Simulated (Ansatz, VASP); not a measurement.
## Zn: VASP beside Ansatz

```xyz
1
Lattice="0.0000 1.9648 1.9648 1.9648 0.0000 1.9648 1.9648 1.9648 0.0000" Properties=species:S:1:pos:R:3 pbc="T T T"
Zn    0.0000    0.0000    0.0000
```

Alike in both runs: functional revpbe exchange, lda correlation; k mesh 12 × 12 × 12; collinear spin.

```csv
,VASP,Ansatz
version,VASP 6.6.1,Ansatz 0.2.0
potentials or method,"VASP PAW PBE potentials, release 64 (Zn), cutoff 500 eV",all-electron PAW datasets made for the crystal
occupations,"methfessel-paxton of order 1, width 0.1 eV","cold, width 0.1 eV"
task,single point,electrostatic potential
```

```tsv
	VASP	Ansatz	Ansatz less VASP
gap on the k mesh at the Fermi level (eV)	none	none	-
pressure (GPa)	11.9	11.6	-0.27
net moment per atom (μB)	0.00	0.00	0.000
```

VASP's potentials were made for PBE, not for revpbe exchange, lda correlation. A gap of «none» marks a metal or a gap that the smearing closes. Ansatz ran all-electron here, and VASP with PAW potentials.
